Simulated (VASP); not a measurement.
# GaSi (P4/mmm) in VASP: notebook

Runs on GaSi. Level: PBE. Tasks: single point, relaxation of cell and atoms.

All numbers are computed with VASP 6.6.1; they aren't measurements. Logs are shortened: lines on timing, memory, paths and dates and some standing lists are left out, and cuts for length are marked.

**1. The cell of the first run**

It takes space group P4/mmm (No. 123, tetragonal). Conventional cell: a = 2.902 Å, b = 2.902 Å, c = 4.003 Å, α = 90.00°, β = 90.00°, γ = 90.00°. Within 3.8 Å of Ga (site symmetry 4/mmm) lie 8 Si at 2.87 Å and 4 Ga at 2.90 Å. Within 3.8 Å of Si (site symmetry 4/mmm) lie 8 Ga at 2.87 Å and 4 Si at 2.90 Å.

**2. Single point, PBE**

File INCAR:

```
PREC     = Accurate       # precision mode
ENCUT    = 520            # plane-wave cutoff, eV
EDIFF    = 1E-6           # SCF threshold, eV
ISMEAR   = 0              # smearing method
SIGMA    = 0.1            # smearing width, eV
LREAL    = F              # projectors in reciprocal space
LASPH    = T              # aspherical terms in the spheres
NELM     = 100            # most SCF steps
ALGO     = Normal         # electronic algorithm
ISIF     = 2              # what is computed and relaxed
LWAVE    = F              # write WAVECAR
LCHARG   = F              # write CHGCAR
GGA      = PE             # functional
NBANDS   = 16             # bands
```

File KPOINTS:

```
Automatic mesh
0
Gamma
  6 6 4
```

File POSCAR:

```
GaSi
1.0
    2.9016462353      0.0000000000      0.0000000000
    0.0000000000      2.9016462353      0.0000000000
    0.0000000000      0.0000000000      4.0029417965
Ga Si
1 1
Direct
    0.0000000000      0.0000000000      0.0000000000
    0.5000000000      0.5000000000      0.5000000000
```

Potentials or basis: VASP PAW PBE potentials, release 64 (Ga_d, Si).

Launch:

```
$ cat potpaw_PBE.64/Ga_d/POTCAR potpaw_PBE.64/Si/POTCAR > POTCAR
$ mpirun -np 1 vasp_std > vasp.out
```

OUTCAR:

```text
PREC = Accurate
   ENCUT = 520
   EDIFF = 1E-6
   ISMEAR = 0
   LREAL = F
   LASPH = T
   NELM = 100
   ISIF = 2
   GGA = PE

 ion  position               nearest neighbor table
   1  0.000  0.000  0.000-   2 2.87   2 2.87   2 2.87   2 2.87   2 2.87   2 2.87   2 2.87   2 2.87

   2  0.500  0.500  0.500-   1 2.87   1 2.87   1 2.87   1 2.87   1 2.87   1 2.87   1 2.87   1 2.87

  LATTYP: Found a simple tetragonal cell.
 ALAT       =     2.9016462353
 C/A-ratio  =     1.3795416367

  Lattice vectors:

 A1 = (   2.9016462353,   0.0000000000,   0.0000000000)
 A2 = (   0.0000000000,   2.9016462353,   0.0000000000)
 A3 = (   0.0000000000,   0.0000000000,   4.0029417965)

Analysis of symmetry for initial positions (statically):
=====================================================================
 Subroutine PRICEL returns:
 Original cell was already a primitive cell.

 Routine SETGRP: Setting up the symmetry group for a
 simple tetragonal supercell.

 Subroutine GETGRP returns: Found 16 space group operations
 (whereof 16 operations were pure point group operations)
 out of a pool of 16 trial point group operations.

The static configuration has the point symmetry D_4h.

Analysis of symmetry for dynamics (positions and initial velocities):
=====================================================================
 Subroutine PRICEL returns:
 Original cell was already a primitive cell.

 Routine SETGRP: Setting up the symmetry group for a
 simple tetragonal supercell.

 Subroutine GETGRP returns: Found 16 space group operations
 (whereof 16 operations were pure point group operations)
 out of a pool of 16 trial point group operations.

The dynamic configuration has the point symmetry D_4h.

 Subroutine INISYM returns: Found 16 space group operations
 (whereof 16 operations are pure point group operations),
 and found     1 'primitive' translations

----------------------------------------------------------------------------------------

                                     Primitive cell

  volume of cell :      33.7030

  direct lattice vectors                    reciprocal lattice vectors
     2.901646235  0.000000000  0.000000000     0.344631950  0.000000000  0.000000000
     0.000000000  2.901646235  0.000000000     0.000000000  0.344631950  0.000000000
     0.000000000  0.000000000  4.002941797     0.000000000  0.000000000  0.249816273

  length of vectors
     2.901646235  2.901646235  4.002941797     0.344631950  0.344631950  0.249816273

  position of ions in fractional coordinates (direct lattice)
     0.000000000  0.000000000  0.000000000
     0.500000000  0.500000000  0.500000000

  ion indices of the primitive-cell ions
   primitive index   ion index
                 1           1
                 2           2

----------------------------------------------------------------------------------------

 KPOINTS: Automatic mesh

Automatic generation of k-mesh.
 Grid dimensions read from file:
 generate k-points for:    6    6    4

 Generating k-lattice:

  Cartesian coordinates                     Fractional coordinates (reciprocal lattice)
     0.057438658  0.000000000  0.000000000     0.166666667  0.000000000  0.000000000
     0.000000000  0.057438658  0.000000000     0.000000000  0.166666667  0.000000000
     0.000000000  0.000000000  0.062454068     0.000000000  0.000000000  0.250000000

  Length of vectors
     0.057438658  0.057438658  0.062454068

  Shift w.r.t. Gamma in fractional coordinates (k-lattice)
     0.000000000  0.000000000  0.000000000

 Subroutine IBZKPT returns following result:
 ===========================================

 Found     30 irreducible k-points:

 Following reciprocal coordinates:
            Coordinates               Weight
  0.000000  0.000000  0.000000      1.000000
  0.166667  0.000000  0.000000      4.000000
  0.333333  0.000000  0.000000      4.000000
  0.500000  0.000000  0.000000      2.000000
  0.166667  0.166667  0.000000      4.000000
  0.333333  0.166667  0.000000      8.000000
[... 16 lines left out ...]
  0.333333  0.000000  0.500000      4.000000
  0.500000  0.000000  0.500000      2.000000
 [... further k-points ...]
   k-points           NKPTS =     30   k-points in BZ     NKDIM =     30   number of bands    NBANDS=     16
   number of dos      NEDOS =    301   number of ions     NIONS =      2
   total plane-waves  NPLWV =  17280
   dimension x,y,z NGX =    24 NGY =   24 NGZ =   30
   dimension x,y,z NGXF=    48 NGYF=   48 NGZF=   60
   ions per type =               1   1
   NGX,Y,Z   is equivalent  to a cutoff of  13.75, 13.75, 12.46 a.u.
   NGXF,Y,Z  is equivalent  to a cutoff of  27.50, 27.50, 24.92 a.u.
 SYSTEM =  unknown system
   PREC   = accura    normal or accurate (medium, high low for compatibility)
   ISTART =      0    job   : 0-new  1-cont  2-samecut
   ICHARG =      2    charge: 1-file 2-atom 10-const
   ISPIN  =      1    spin polarized calculation?
   LNONCOLLINEAR =      F non collinear calculations
   LSORBIT =      F    spin-orbit coupling
   LASPH  =      T    aspherical Exc in radial PAW
   ENCUT  =  520.0 eV  38.22 Ry    6.18 a.u.   5.40  5.40  7.44*2*pi/ulx,y,z
   NELM   =    100;   NELMIN=  2; NELMDL= -5     # of ELM steps
   EDIFF  = 0.1E-05   stopping-criterion for ELM
   LREAL  =      F    real-space projection
   EDIFFG = 0.1E-04   stopping-criterion for IOM
   NSW    =      0    number of steps for IOM
   IBRION =     -1    ionic relax: 0-MD 1-quasi-New 2-CG
   NFREE  =      0    steps in history (QN), initial steepest desc. (CG)
   ISIF   =      2    stress and relaxation
   ISYM   =      2    0-nonsym 1-usesym 2-fastsym
   POTIM  = 0.5000    time-step for ionic-motion
   TEBEG  =    0.0;   TEEND  =   0.0 temperature during run
   PSTRESS=    0.0 pullay stress
   NELECT =      17.0000    total number of electrons
   NUPDOWN=      -1.0000    fix difference up-down
   EMIN   =  10.00;   EMAX   =-10.00  energy-range for DOS
   EFERMI =   0.00;   METHOD = LEGACY
   ISMEAR =     0;   SIGMA  =   0.10  broadening in eV -4-tet -1-fermi 0-gaus
   EFERMI_NEDOS =   21; number of points for ismear=-14 and -15
   IALGO  =     38    algorithm
   IMIX   =      4    mixing-type and parameters
     AMIX     =   0.40;   BMIX     =  1.00
     AMIX_MAG =   1.60;   BMIX_MAG =  1.00
  volume/ion in A,a.u.               =      16.85       113.72
  Fermi-wavevector in a.u.,A,eV,Ry     =   1.303172  2.462638 23.106193  1.698257
  Thomas-Fermi vector in A             =   2.434192
   LORBIT       =      0    0 simple, 1 ext, 2 COOP (PROOUT), +10 PAW based schemes
   GGA     = PE    functional components
   LHFCALC =     F    Hartree Fock is set to
   AEXX    =    0.0000 exact exchange contribution
   IVDW    =     0    specifies the selected vdW correction
   LEPSILON=     F    determine dielectric tensor
   LRPA    =     F    only Hartree local field effects (RPA)
 non-spin polarized calculation
 Gauss-broadening in eV      SIGMA  =   0.10
  energy-cutoff  :      520.00
  volume of cell :       33.70
 maximum number of plane-waves:       923
 NGX is ok and might be reduce to    24
   NGX = 11   NGY = 11   NGZ = 15

 number of electron      17.0000009 magnetization

 Free energy of the ion-electron system (eV)
  ---------------------------------------------------
  ext. energy  EPLUGINS =         0.00000000
  ---------------------------------------------------
  free energy    TOTEN  =        -7.60345804 eV

  energy without entropy =       -7.60027272  energy(sigma->0) =       -7.60186538

 E-fermi :   7.5952     XC(G=0): -11.0921

 val. band max:        7.5772155688   @ k =   0.3333   0.3333   0.5000
 cond. band min:       7.6741204222   @ k =   0.3333   0.3333   0.0000
 fundamental gap:      0.0969048533
 Fermi energy:         7.5952004832

 k-point     1 :       0.0000    0.0000    0.0000
  band No.  band energies     occupation
      1      -7.6171      2.00000
      2      -7.5164      2.00000
      3      -7.3560      2.00000
      4      -7.3560      2.00000
      5      -7.2995      2.00000
      6      -5.1180      2.00000
[... 8 lines left out ...]
     15      19.2117      0.00000
     16      20.8316      0.00000

 k-point     2 :       0.1667    0.0000    0.0000
  band No.  band energies     occupation
      1      -7.5800      2.00000
      2      -7.4847      2.00000
      3      -7.3938      2.00000
      4      -7.3527      2.00000
      5      -7.3234      2.00000
      6      -4.6272      2.00000
[... 8 lines left out ...]
     15      19.2342      0.00000
     16      21.1861      0.00000

 k-point     3 :       0.3333    0.0000    0.0000
  band No.  band energies     occupation
      1      -7.5424      2.00000
      2      -7.4672      2.00000
      3      -7.3896      2.00000
      4      -7.3707      2.00000
      5      -7.3459      2.00000
      6      -3.1558      2.00000
[... 8 lines left out ...]
     15      21.5999      0.00000
     16      22.1153      0.00000

 k-point     4 :       0.5000    0.0000    0.0000
  band No.  band energies     occupation
      1      -7.5311      2.00000
      2      -7.5029      2.00000
      3      -7.3941      2.00000
      4      -7.3425      2.00000
      5      -7.3365      2.00000
      6      -1.0727      2.00000
[... 8 lines left out ...]
     15      19.5650      0.00000
     16      22.8097      0.00000
[... 324 lines left out ...]
 k-point    22 :       0.1667    0.0000    0.5000
  band No.  band energies     occupation
      1      -7.5769      2.00000
      2      -7.4544      2.00000
      3      -7.4170      2.00000
      4      -7.3594      2.00000
      5      -7.3228      2.00000
      6      -2.6875      2.00000
[... 8 lines left out ...]
     15      19.1367      0.00000
     16      19.2854      0.00000

 k-point    23 :       0.3333    0.0000    0.5000
  band No.  band energies     occupation
      1      -7.5373      2.00000
      2      -7.5129      2.00000
      3      -7.3698      2.00000
      4      -7.3549      2.00000
      5      -7.3519      2.00000
      6      -1.2171      2.00000
[... 8 lines left out ...]
     15      20.4826      0.00000
     16      20.5110      0.00000

 k-point    24 :       0.5000    0.0000    0.5000
  band No.  band energies     occupation
      1      -7.5562      2.00000
      2      -7.5257      2.00000
      3      -7.3930      2.00000
      4      -7.3481      2.00000
      5      -7.2996      2.00000
      6       0.6271      2.00000
[... 8 lines left out ...]
     15      18.9545      0.00000
     16      20.0765      0.00000

 [... further k-points ...]

------------------------ aborting loop because EDIFF is reached ----------------------------------------

  FORCE on cell =-STRESS in cart. coord.  units (eV):
  Direction    XX          YY          ZZ          XY          YZ          ZX
  --------------------------------------------------------------------------------------
  -------------------------------------------------------------------------------------
  Total        0.0554163      0.0554163      0.0366354      0.0000000      0.0000000     -0.0000000
  in kB        2.6343868      2.6343868      1.7415812      0.0000000      0.0000000     -0.0000000
  external PRESSURE =       2.3367849 kB  Pullay stress =       0.0000000 kB

 VOLUME and BASIS-vectors are now :
 -----------------------------------------------------------------------------
  energy-cutoff  :      520.00
  volume of cell :       33.70
      direct lattice vectors                 reciprocal lattice vectors
     2.901646235  0.000000000  0.000000000     0.344631950  0.000000000  0.000000000
     0.000000000  2.901646235  0.000000000     0.000000000  0.344631950  0.000000000
     0.000000000  0.000000000  4.002941797     0.000000000  0.000000000  0.249816273

 POSITION                                       TOTAL-FORCE (eV/Angst)
 -----------------------------------------------------------------------------------
      0.00000      0.00000      0.00000         0.000000      0.000000      0.000000
      1.45082      1.45082      2.00147         0.000000      0.000000      0.000000
 -----------------------------------------------------------------------------------
    total drift:                                0.000000      0.000000      0.000000

  FREE ENERGIE OF THE ION-ELECTRON SYSTEM (eV)
  ---------------------------------------------------
  free  energy   TOTEN  =        -7.6034580365 eV

  energy  without entropy=       -7.6002727225  energy(sigma->0) =       -7.60186538
```

It took 9.1 s on 1 thread of Intel Xeon 6975P-C, shared host; peak memory 0.15 GiB.

Results:

| Quantity | Value |
| --- | --- |
| Free energy | -7.6035 eV |
| Pressure | 0.2 GPa |

Caveat: the k points lie up to 0.39 Å⁻¹ apart.

**3. Relaxation of cell and atoms, PBE**

This run uses another cell than the first one, of 18.77 Å³/atom, 1.114 times its volume.

File INCAR:

```
SYSTEM = GaSi
PREC     = Accurate       ! precision mode
ENCUT    = 600            ! plane-wave cutoff, eV
EDIFF    = 1E-7           ! SCF threshold, eV
ISMEAR   = 0              ! smearing method
SIGMA    = 0.1            ! smearing width, eV
LREAL    = .False.        ! projectors in reciprocal space
LASPH    = .True.         ! aspherical terms in the spheres
NELM     = 100            ! most SCF steps
ALGO     = Normal         ! electronic algorithm
ISIF     = 3              ! what is computed and relaxed
LWAVE    = .False.        ! write WAVECAR
LCHARG   = .False.        ! write CHGCAR
GGA      = PE             ! functional
IBRION   = 2              ! ionic algorithm
NSW      = 90             ! ionic steps
EDIFFG   = -0.04          ! ionic threshold
```

File KPOINTS:

```
regular mesh
0
Gamma
  6 6 4
  0 0 0
```

File POSCAR:

```
GaSi
1.0
    2.9831566300      0.0000000000      0.0000000000
    0.0000000000      2.9831566300      0.0000000000
    0.0000000000      0.0000000000      4.2188205600
Ga Si
1 1
Direct
    0.0000000000      0.0000000000      0.0000000000
    0.5000000000      0.5000000000      0.5000000000
```

Potentials or basis: VASP PAW PBE potentials, release 64 (Ga_d, Si).

Launch:

```
$ cat potpaw_PBE.64/Ga_d/POTCAR potpaw_PBE.64/Si/POTCAR > POTCAR
$ mpirun -np 1 vasp_std > vasp.out
```

OUTCAR:

```text
SYSTEM = GaSi
   PREC = Accurate
   ENCUT = 600
   EDIFF = 1E-7
   ISMEAR = 0
   LREAL = .False.
   LASPH = .True.
   NELM = 100
   ISIF = 3
   GGA = PE
   IBRION = 2
   NSW = 90
   EDIFFG = -0.04

 ion  position               nearest neighbor table
   1  0.000  0.000  0.000-   2 2.98   2 2.98   2 2.98   2 2.98   2 2.98   2 2.98   2 2.98   2 2.98

   2  0.500  0.500  0.500-   1 2.98   1 2.98   1 2.98   1 2.98   1 2.98   1 2.98   1 2.98   1 2.98

  LATTYP: Found a simple tetragonal cell.
 ALAT       =     2.9831566300
 C/A-ratio  =     1.4142135608

  Lattice vectors:

 A1 = (   2.9831566300,   0.0000000000,   0.0000000000)
 A2 = (   0.0000000000,   2.9831566300,   0.0000000000)
 A3 = (   0.0000000000,   0.0000000000,   4.2188205600)

[... 267 lines left out ...]
      1      -7.6695      2.00000
      2      -7.5725      2.00000
      3      -7.4122      2.00000
      4      -7.4122      2.00000
      5      -7.3536      2.00000
      6      -5.1317      2.00000
      7       3.7257      2.00000
      8       4.4065      2.00000
      9      10.8932      0.00000
     10      10.8932      0.00000
     11      13.3142      0.00000
     12      14.4866      0.00000
[... 331 lines left out ...]
 k-point    24 :       0.5000    0.0000    0.5000
  band No.  band energies     occupation
      1      -7.6095      2.00000
      2      -7.5799      2.00000
      3      -7.4464      2.00000
      4      -7.4042      2.00000
      5      -7.3566      2.00000
      6       0.5734      2.00000
      7       1.8718      2.00000
      8       1.9449      2.00000
      9       2.3341      2.00000
     10      14.3976      0.00000
     11      16.0563      0.00000
     12      17.1821      0.00000

 [... further k-points ...]

------------------------ aborting loop because EDIFF is reached ----------------------------------------

  FORCE on cell =-STRESS in cart. coord.  units (eV):
  Direction    XX          YY          ZZ          XY          YZ          ZX
  --------------------------------------------------------------------------------------
  -------------------------------------------------------------------------------------
  Total        0.0172852      0.0172852     -0.0329734      0.0000000     -0.0000000      0.0000000
  in kB        0.8173282      0.8173282     -1.5591449      0.0000000     -0.0000000      0.0000000
  external PRESSURE =       0.0251705 kB  Pullay stress =       0.0000000 kB
[... 17 lines left out ...]
  FREE ENERGIE OF THE ION-ELECTRON SYSTEM (eV)
  ---------------------------------------------------
  free  energy   TOTEN  =        -7.6020266889 eV

  energy  without entropy=       -7.5983018689  energy(sigma->0) =       -7.60016428

 reached required accuracy - stopping structural energy minimisation
```

It took 24 s on 1 thread of Intel Xeon 6975P-C, shared host; peak memory 0.17 GiB.

Results:

- Free energy: -7.6020 eV
- Relaxed volume: 16.94 Å³/atom
- Relaxed cell: a = 2.903 Å, b = 2.903 Å, c = 4.020 Å, α = 90.00°, β = 90.00°, γ = 90.00°
- Space group after relaxing (to 0.05 Å): P4/mmm (No. 123)
- Energy gained by relaxing: 36.9 meV/atom
- Ionic steps: 3
- Pressure after relaxing: 0.0 GPa

Stress tensor (GPa, compression positive):
```
 0.08  0.00  0.00
 0.00  0.08  0.00
 0.00  0.00 -0.16
```

Step by step:
```tsv
step	energy change (eV)	largest force (eV/Å)	pressure (GPa)	volume (Å³)
1	0.0000	0.0000	-5.31	37.54
2	-0.0728	0.0000	-0.74	34.26
3	-0.0738	0.0000	0.00	33.88
```

Final structure:
```xyz
2
Lattice="2.9034 0.0000 0.0000 0.0000 2.9034 0.0000 0.0000 0.0000 4.0196" Properties=species:S:1:pos:R:3 pbc="T T T"
Ga    0.0000    0.0000    0.0000
Si    1.4517    1.4517    2.0098
```

Levels at points of the mesh, in eV from the Fermi level:
```csv
k point,band 5,band 6,band 7,band 8,band 9,band 10,band 11,band 12
"(0.00, 0.00, 0.00)",-14.92,-12.70,-3.84,-3.16,3.33,3.33,5.75,6.92
"(0.50, 0.00, 0.00)",-14.96,-8.66,-7.87,0.27,0.99,1.07,1.22,6.45
"(0.50, 0.50, 0.00)",-14.82,-4.41,-4.14,-4.14,-3.01,2.59,4.20,4.20
"(0.00, 0.00, 0.50)",-14.92,-10.80,-9.91,4.81,4.81,5.89,6.53,6.68
"(0.50, 0.00, 0.50)",-14.92,-6.99,-5.69,-5.62,-5.23,6.83,8.49,9.62
"(0.50, 0.50, 0.50)",-14.82,-3.65,-2.25,-2.25,-1.29,-1.14,-1.14,-0.26
```

Caveat: the k points lie up to 0.39 Å⁻¹ apart in the final cell; the bands computed are all filled at some k points, so no gap is given.
